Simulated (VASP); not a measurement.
# BAs (F-43m) in VASP: notebook

BAs is run at these levels: PBE, HSE06, PBEsol; tasks: single point.

All numbers are computed with VASP 6.6.1; they aren't measurements. Logs are shortened: lines on timing, memory, paths and dates and some standing lists are left out, and cuts for length are marked.

## 1. The cell of the first run

It takes space group F-43m (No. 216, cubic). Conventional cell: a = 4.784 Å, b = 4.784 Å, c = 4.784 Å, α = 90.00°, β = 90.00°, γ = 90.00°. Within 2.7 Å of B (site symmetry -43m) lie 4 As at 2.07 Å. Within 2.7 Å of As (site symmetry -43m) lie 4 B at 2.07 Å.

## 2. Single point, PBE, non-collinear spin, zero start, spin-orbit coupling

File INCAR:

```
SYSTEM = BAs
  PREC = Accurate
  ENCUT = 520
  EDIFF = 1E-7
  ISMEAR = -1
  SIGMA = 0.02
  LREAL = .FALSE.
  LASPH = .TRUE.
  NELM = 150
  ALGO = Normal
  ISIF = 2
  LWAVE = .FALSE.
  LCHARG = .FALSE.
  LNONCOLLINEAR = .TRUE.
  MAGMOM = 0 0 0 0 0 0
  LORBIT = 11
  LSORBIT = .TRUE.
  GGA_COMPAT = .FALSE.
  LORBMOM = .TRUE.
  GGA = PE
  NBANDS = 20
```

File KPOINTS:

```
Automatic mesh
0
G
  6 6 6
  0 0 0
```

File POSCAR:

```
BAs
1.0
    0.0000000000      2.3918676038      2.3918676038
    2.3918676038      0.0000000000      2.3918676038
    2.3918676038      2.3918676038      0.0000000000
B As
1 1
Direct
    0.0000000000      0.0000000000      0.0000000000
    0.2500000000      0.2500000000      0.2500000000
```

Potentials or basis: VASP PAW PBE potentials, release 64 (B, As).

On the command line:

```
cat potpaw_PBE.64/B/POTCAR potpaw_PBE.64/As/POTCAR > POTCAR
mpirun -np 1 vasp_ncl > vasp.out
```

OUTCAR:

```text
SYSTEM = BAs
   PREC = Accurate
   ENCUT = 520
   EDIFF = 1E-7
   ISMEAR = -1
   LREAL = .FALSE.
   LASPH = .TRUE.
   NELM = 150
   ISIF = 2
   LNONCOLLINEAR = .TRUE.
   LORBIT = 11
   LSORBIT = .TRUE.
   GGA = PE

 ion  position               nearest neighbor table
   1  0.000  0.000  0.000-   2 2.07   2 2.07   2 2.07   2 2.07
   2  0.250  0.250  0.250-   1 2.07   1 2.07   1 2.07   1 2.07

  LATTYP: Found a face centered cubic cell.
 ALAT       =     4.7837352076

  Lattice vectors:

 A1 = (   0.0000000000,   2.3918676038,   2.3918676038)
 A2 = (   2.3918676038,   0.0000000000,   2.3918676038)
 A3 = (   2.3918676038,   2.3918676038,   0.0000000000)

Analysis of symmetry for initial positions (statically):
=====================================================================
 Subroutine PRICEL returns:
 Original cell was already a primitive cell.

 Routine SETGRP: Setting up the symmetry group for a
 face centered cubic supercell.

 Subroutine GETGRP returns: Found 24 space group operations
 (whereof 24 operations were pure point group operations)
 out of a pool of 48 trial point group operations.

The static configuration has the point symmetry T_d .

Analysis of symmetry for dynamics (positions and initial velocities):
=====================================================================
 Subroutine PRICEL returns:
 Original cell was already a primitive cell.

 Routine SETGRP: Setting up the symmetry group for a
 face centered cubic supercell.

 Subroutine GETGRP returns: Found 24 space group operations
 (whereof 24 operations were pure point group operations)
 out of a pool of 48 trial point group operations.

The dynamic configuration has the point symmetry T_d .

Analysis of structural, dynamic, and magnetic symmetry:
=====================================================================
 Subroutine PRICEL returns:
 Original cell was already a primitive cell.

 Routine SETGRP: Setting up the symmetry group for a
 face centered cubic supercell.

 Subroutine GETGRP returns: Found 24 space group operations
 (whereof 24 operations were pure point group operations)
 out of a pool of 48 trial point group operations.

The overall configuration has the point symmetry T_d .

 Subroutine INISYM returns: Found 24 space group operations
 (whereof 24 operations are pure point group operations),
 and found     1 'primitive' translations

----------------------------------------------------------------------------------------

                                     Primitive cell

  volume of cell :      27.3679

  direct lattice vectors                    reciprocal lattice vectors
     0.000000000  2.391867604  2.391867604    -0.209041671  0.209041671  0.209041671
     2.391867604  0.000000000  2.391867604     0.209041671 -0.209041671  0.209041671
     2.391867604  2.391867604  0.000000000     0.209041671  0.209041671 -0.209041671

  length of vectors
     3.382611605  3.382611605  3.382611605     0.362070795  0.362070795  0.362070795

  position of ions in fractional coordinates (direct lattice)
     0.000000000  0.000000000  0.000000000
     0.250000000  0.250000000  0.250000000

  ion indices of the primitive-cell ions
   primitive index   ion index
                 1           1
                 2           2

----------------------------------------------------------------------------------------

 KPOINTS: Automatic mesh

Automatic generation of k-mesh.
 Grid dimensions read from file:
 generate k-points for:    6    6    6

 Generating k-lattice:

  Cartesian coordinates                     Fractional coordinates (reciprocal lattice)
[... 95 lines left out ...]

 number of electron       8.0000000 magnetization       0.0000000      0.0000000      0.0000000

 number of electron       8.0000000 magnetization       0.0000000     -0.0000000     -0.0000000

 number of electron       8.0000000 magnetization      -0.0000000      0.0000000      0.0000000

 Free energy of the ion-electron system (eV)
  ---------------------------------------------------
  ext. energy  EPLUGINS =         0.00000000
  ---------------------------------------------------
  free energy    TOTEN  =       -11.40056065 eV

  energy without entropy =      -11.40056065  energy(sigma->0) =      -11.40056065

 E-fermi :   6.6407     XC(G=0): -10.5625

 val. band max:        6.1498968357   @ k =   0.0000   0.0000   0.0000
 cond. band min:       7.3617789861   @ k =   0.3333   0.3333   0.0000
 fundamental gap:      1.2118821504
 Fermi energy:         6.6406697298

 k-point     1 :       0.0000    0.0000    0.0000
  band No.  band energies     occupation
      1      -9.2781      1.00000
      2      -9.2781      1.00000
      3       5.9453      1.00000
      4       5.9453      1.00000
      5       6.1499      1.00000
      6       6.1499      1.00000
[... 495 lines left out ...]
     19      21.5671      0.00000
     20      21.8306      0.00000

------------------------ aborting loop because EDIFF is reached ----------------------------------------

  FORCE on cell =-STRESS in cart. coord.  units (eV):
  Direction    XX          YY          ZZ          XY          YZ          ZX
  --------------------------------------------------------------------------------------
  -------------------------------------------------------------------------------------
  Total        0.4877738      0.4877738      0.4877738     -0.0000000      0.0000000     -0.0000000
  in kB       28.5553598     28.5553598     28.5553598     -0.0000000      0.0000000     -0.0000000
  external PRESSURE =      28.5553598 kB  Pullay stress =       0.0000000 kB

 VOLUME and BASIS-vectors are now :
 -----------------------------------------------------------------------------
  energy-cutoff  :      520.00
  volume of cell :       27.37
      direct lattice vectors                 reciprocal lattice vectors
     0.000000000  2.391867604  2.391867604    -0.209041671  0.209041671  0.209041671
     2.391867604  0.000000000  2.391867604     0.209041671 -0.209041671  0.209041671
     2.391867604  2.391867604  0.000000000     0.209041671  0.209041671 -0.209041671

 POSITION                                       TOTAL-FORCE (eV/Angst)
 -----------------------------------------------------------------------------------
      0.00000      0.00000      0.00000         0.000000     -0.000000     -0.000000
      1.19593      1.19593      1.19593        -0.000000      0.000000      0.000000
 -----------------------------------------------------------------------------------
    total drift:                               -0.000000     -0.000000     -0.000000

  FREE ENERGIE OF THE ION-ELECTRON SYSTEM (eV)
  ---------------------------------------------------
  free  energy   TOTEN  =       -11.4005606550 eV

  energy  without entropy=      -11.4005606550  energy(sigma->0) =      -11.40056065

 orbital moment (x)

 # of ion     p       d       tot
 ----------------------------------------
  1        -0.000   0.000  -0.000
  2         0.000  -0.000   0.000
 ----------------------------------------
           -0.000  -0.000  -0.000

 orbital moment (y)

 # of ion     p       d       tot
 ----------------------------------------
  1         0.000   0.000   0.000
  2         0.000  -0.000   0.000
 ----------------------------------------
            0.000  -0.000   0.000

 orbital moment (z)

 # of ion     p       d       tot
 ----------------------------------------
  1        -0.000   0.000  -0.000
  2         0.000   0.000   0.000
 ----------------------------------------
           -0.000   0.000  -0.000

 Spin-Orbit-Coupling matrix elements

 Ion:    1  E_soc:     -0.0000082
 l=   1
     0.0000000    -0.0000014    -0.0000014
    -0.0000014     0.0000000    -0.0000014
    -0.0000014    -0.0000014     0.0000000
 l=   2
     0.0000000     0.0000000     0.0000000     0.0000000     0.0000000
     0.0000000     0.0000000     0.0000000     0.0000000     0.0000000
     0.0000000     0.0000000     0.0000000     0.0000000     0.0000000
     0.0000000     0.0000000     0.0000000     0.0000000     0.0000000
     0.0000000     0.0000000     0.0000000     0.0000000     0.0000000
 l=   3
     0.0000000     0.0000000     0.0000000     0.0000000     0.0000000     0.0000000     0.0000000
     0.0000000     0.0000000     0.0000000     0.0000000     0.0000000     0.0000000     0.0000000
     0.0000000     0.0000000     0.0000000     0.0000000     0.0000000     0.0000000     0.0000000
     0.0000000     0.0000000     0.0000000     0.0000000     0.0000000     0.0000000     0.0000000
     0.0000000     0.0000000     0.0000000     0.0000000     0.0000000     0.0000000     0.0000000
     0.0000000     0.0000000     0.0000000     0.0000000     0.0000000     0.0000000     0.0000000
     0.0000000     0.0000000     0.0000000     0.0000000     0.0000000     0.0000000     0.0000000

 Ion:    2  E_soc:     -0.0213610
 l=   1
     0.0000000    -0.0035335    -0.0035335
    -0.0035335     0.0000000    -0.0035335
    -0.0035335    -0.0035335     0.0000000
 l=   2
     0.0000000    -0.0000137     0.0000000    -0.0000137    -0.0000130
    -0.0000137     0.0000000    -0.0000097    -0.0000137    -0.0000032
     0.0000000    -0.0000097     0.0000000    -0.0000097     0.0000000
    -0.0000137    -0.0000137    -0.0000097     0.0000000    -0.0000032
    -0.0000130    -0.0000032     0.0000000    -0.0000032     0.0000000
 l=   3
     0.0000000     0.0000000     0.0000000     0.0000000     0.0000000     0.0000000     0.0000000
     0.0000000     0.0000000     0.0000000     0.0000000     0.0000000     0.0000000     0.0000000
     0.0000000     0.0000000     0.0000000     0.0000000     0.0000000     0.0000000     0.0000000
     0.0000000     0.0000000     0.0000000     0.0000000     0.0000000     0.0000000     0.0000000
     0.0000000     0.0000000     0.0000000     0.0000000     0.0000000     0.0000000     0.0000000
     0.0000000     0.0000000     0.0000000     0.0000000     0.0000000     0.0000000     0.0000000
     0.0000000     0.0000000     0.0000000     0.0000000     0.0000000     0.0000000     0.0000000

 total charge

# of ion       s       p       d       tot
------------------------------------------
    1        0.657   1.179   0.000   1.836
    2        1.171   1.662   0.087   2.921
--------------------------------------------------
tot          1.828   2.841   0.087   4.756

 magnetization (x)

# of ion       s       p       d       tot
------------------------------------------
    1        0.000   0.000   0.000   0.000
    2       -0.000   0.000  -0.000  -0.000
--------------------------------------------------
tot         -0.000   0.000  -0.000   0.000

 magnetization (y)

# of ion       s       p       d       tot
------------------------------------------
    1        0.000  -0.000   0.000  -0.000
    2       -0.000   0.000   0.000   0.000
--------------------------------------------------
tot         -0.000  -0.000   0.000  -0.000

 magnetization (z)

# of ion       s       p       d       tot
------------------------------------------
    1       -0.000   0.000   0.000   0.000
    2       -0.000  -0.000   0.000  -0.000
--------------------------------------------------
tot         -0.000   0.000   0.000  -0.000
```

It took 28 s on 1 thread of Intel Xeon Platinum 8559C (Emerald Rapids), shared host; peak memory 0.24 GiB.

Results:

```yaml
Free_energy: -11.4006 eV
Pressure: 2.9 GPa
Net_moment: 0.00 μB per cell
Valence_electrons_inside_the_program's_atomic_spheres: B 1.84; As 2.92
```

Moments on the atoms (μB; x, y, z):
```
B   0.00 0.00 0.00
As  0.00 0.00 0.00
```

Caveat: the k points lie up to 0.38 Å⁻¹ apart.

## 3. Single point, HSE06

POSCAR is that of step 2.

File INCAR.step1:

```
SYSTEM = BAs
PREC = Accurate
ENCUT = 520
EDIFF = 1E-5
ISMEAR = 0
SIGMA = 0.01
LREAL = .FALSE.
LASPH = .TRUE.
NELM = 80
ALGO = Normal
ISIF = 2
LWAVE = .TRUE.
LCHARG = .FALSE.
GGA = PE
NBANDS = 11
```

File INCAR.step2:

```
SYSTEM = BAs
PREC = Accurate
ENCUT = 520
EDIFF = 1E-6
ISMEAR = 0
SIGMA = 0.01
LREAL = .FALSE.
LASPH = .TRUE.
NELM = 80
ALGO = Normal
ISIF = 2
LWAVE = .FALSE.
LCHARG = .FALSE.
GGA = PE
LHFCALC = .TRUE.
HFSCREEN = 0.2079
PRECFOCK = Normal
ISTART = 1
NBANDS = 11
```

File KPOINTS:

```
regular mesh
0
G
  6 6 6
  0 0 0
```

Potentials or basis: VASP PAW PBE potentials, release 64 (B, As).

On the command line:

```
cat potpaw_PBE.64/B/POTCAR potpaw_PBE.64/As/POTCAR > POTCAR
cp INCAR.step1 INCAR
mpirun -np 1 vasp_std > vasp.out
cp INCAR.step2 INCAR
mpirun -np 1 vasp_std > vasp.out
```

It took 5.4 min on 1 thread of Intel Xeon Platinum 8559C (Emerald Rapids), shared host; peak memory 0.27 GiB.

Results (log left out):

- Free energy: -13.2420 eV
- Pressure: -1.2 GPa
- Band gap on the k mesh: 1.95 eV, indirect (least direct gap 4.11 eV)

Levels at points of the mesh, in eV from the valence-band top:
```tsv
k point	band 1	band 2	band 3	band 4	band 5	band 6	band 7	band 8
(0.00, 0.00, 0.00)	-16.91	0.00	0.00	0.00	4.11	4.11	4.11	5.82
(0.50, 0.00, 0.00)	-13.74	-9.66	-1.98	-1.98	3.54	5.69	5.69	10.01
(0.50, 0.50, 0.00)	-12.24	-9.46	-4.44	-4.44	2.08	2.15	12.90	12.90
```

Caveat: the PAW data sets were made with another functional, which shifts forces and pressure a little. A k mesh can miss the band edges.

## 4. Single point, PBEsol

File INCAR:

```
SYSTEM = BAs
  PREC = Accurate
  ENCUT = 500
  EDIFF = 1E-6
  ISMEAR = 0
  SIGMA = 0.01
  LREAL = .False.
  LASPH = .True.
  NELM = 120
  ALGO = Normal
  ISIF = 2
  LWAVE = .False.
  LCHARG = .False.
  GGA = PS
  NBANDS = 11
  GGA_COMPAT = .False.
```

File KPOINTS:

```
Automatic mesh
0
Gamma
  4 4 4
  0 0 0
```

POSCAR is that of step 3.

On the command line:

```
cat potpaw_PBE.64/B/POTCAR potpaw_PBE.64/As/POTCAR > POTCAR
mpirun -np 1 vasp_std > vasp.out
```

It took 4 s on 1 thread of Intel Xeon Platinum 8559C (Emerald Rapids), shared host; peak memory 0.15 GiB.

Results (log left out):

```yaml
Free_energy: -12.0194 eV
Pressure: 0.1 GPa
Band_gap_on_the_k_mesh: 1.30 eV, indirect (least direct gap 3.22 eV)
```

Levels at points of the mesh, in eV from the valence-band top:
```tsv
k point	band 1	band 2	band 3	band 4	band 5	band 6	band 7	band 8	band 9
(0.00, 0.00, 0.00)	-15.41	0.00	0.00	0.00	3.22	3.22	3.22	4.63	9.31
(0.50, 0.00, 0.00)	-12.54	-8.82	-1.83	-1.83	2.62	4.70	4.70	8.68	12.52
(0.50, 0.50, 0.00)	-11.24	-8.52	-4.10	-4.10	1.30	1.32	11.30	11.30	12.74
```

Caveat: the k points lie up to 0.57 Å⁻¹ apart; the PAW data sets were made with another functional, which shifts forces and pressure a little.

## 5. The runs side by side

| level | spin | k mesh | cutoff (eV) | smearing | grid for exact exchange (PRECFOCK) | screening parameter | gap on the mesh (eV) | pressure (GPa) |
| --- | --- | --- | --- | --- | --- | --- | --- | --- |
| PBE | non-collinear, zero start, SOC | 6 × 6 × 6 | 520 | fermi-dirac 0.02 eV | - | - | - | 2.9 |
| HSE06 | off | 6 × 6 × 6 | 520 | gaussian 0.01 eV | Normal | 0.2079 1/Å | 1.95 | -1.2 |
| PBEsol | off | 4 × 4 × 4 | 500 | gaussian 0.01 eV | - | - | 1.30 | 0.1 |

Alike in all rows: task single point; potentials or basis VASP PAW PBE potentials, release 64 (B, As); cell as given.

Caveats: some runs use coarse meshes; the PAW data sets were made with another functional, which shifts forces and pressure a little (some runs).

Total energies depend on the potentials used, so only differences within one code and one set of settings carry meaning.
